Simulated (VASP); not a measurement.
Write the native input for VASP 6.6.1 that does the following.

```yaml
Task: single point
Functional: PBE
Potentials_or_basis: VASP PAW PBE potentials, release 64 (W_sv, S)
Cutoff: 520 eV
k_mesh: 10 × 10 × 1
Occupations: gaussian, width 0.011 eV
Spin: no spin polarisation
Dipole_correction: no
Further_INCAR_settings: ALGO = Normal; EDIFF = 1e-06; NBANDS = 49
```

The structure of WS2 lies in POSCAR:

```
WS2
1.0
    3.1829541699      0.0000000000      0.0000000000
   -1.5914770850      2.7565191702      0.0000000000
    0.0000000000      0.0000000000     28.5322178600
W S
3 6
Direct
    0.6666666667      0.3333333333      0.4343616800
    0.6666666667      0.3333333333      0.8855337800
    0.0000000000      0.0000000000      0.6592864300
    0.6666666667      0.3333333333      0.6046252100
    0.0000000000      0.0000000000      0.3797102500
    0.0000000000      0.0000000000      0.8308482800
    0.6666666667      0.3333333333      0.7139522100
    0.0000000000      0.0000000000      0.4890304200
    0.0000000000      0.0000000000      0.9401857300
```

The input as run:

INCAR

```
PREC     = Accurate       # precision mode
ENCUT    = 520            # plane-wave cutoff, eV
EDIFF    = 1E-6           # SCF threshold, eV
ISMEAR   = 0              # smearing method
SIGMA    = 0.011          # smearing width, eV
LREAL    = F              # projectors in reciprocal space
LASPH    = T              # aspherical terms in the spheres
NELM     = 100            # most SCF steps
ALGO     = Normal         # electronic algorithm
ISIF     = 2              # what is computed and relaxed
LWAVE    = F              # write WAVECAR
LCHARG   = F              # write CHGCAR
GGA      = PE             # functional
NBANDS   = 49             # bands
```

KPOINTS

```
Automatic mesh
0
Gamma
  10 10 1
```

Potentials or basis: VASP PAW PBE potentials, release 64 (W_sv, S).

The run is started by

```console
$ cat potpaw_PBE.64/W_sv/POTCAR potpaw_PBE.64/S/POTCAR > POTCAR
$ mpirun -np 1 vasp_std > vasp.out
```

It gave:

| Property | Result |
| --- | --- |
| Largest force | 0.268 eV/Å |
| Band gap on the k mesh | 1.48 eV (least direct gap 2.11 eV) |

Caveat: spin-orbit coupling is left out, which moves the levels of the heavy elements.

Wall time 8.1 min on 1 thread of Intel Xeon 8259CL, on a shared host, peak memory 0.41 GiB.
